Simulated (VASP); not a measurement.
Input of a VASP 6.6.1 run:

INCAR

```
PREC = Accurate
ENCUT = 520
EDIFF = 1E-8
ISMEAR = -1
SIGMA = 0.05
LREAL = F
LASPH = T
NELM = 60
ALGO = Normal
ISIF = 2
LWAVE = F
LCHARG = F
GGA = CA
LEFG = T
NBANDS = 14
```

KPOINTS

```
regular mesh
0
Gamma
  12 12 7
```

The input POSCAR:

```
ReOs
1.0
    2.7573303527      0.0000000000      0.0000000000
   -1.3786651764      2.3879181321      0.0000000000
    0.0000000000      0.0000000000      4.3824281800
Re Os
1 1
Direct
    0.5866666667      0.2933333333      0.4400000000
    0.0800000000      0.0400000000      0.0600000000
```

Potentials or basis: VASP PAW LDA potentials, release 64 (Re, Os).

Launch:

```bash
$ cat potpaw_LDA.64/Re/POTCAR potpaw_LDA.64/Os/POTCAR > POTCAR
$ mpirun -np 1 vasp_std > vasp.out
```

(1) Estimate the band gap on the k mesh.

(2) Estimate the pressure.

Results:

(1) zero (an odd number of electrons rules out a gap without spin polarisation).

(2) 61.2 GPa.

Caveat: the cell differs from its parent crystal (shortest bond scaled by 0.76); the cell stands under pressure; without QUAD_EFG the Cq values of the log hold for a quadrupole moment of 1 mb, not for the nuclei; spin-orbit coupling is left out, which moves the levels of the heavy elements; forces of over 1 eV/Å act on the atoms, so gaps and moduli don't describe the material at rest.
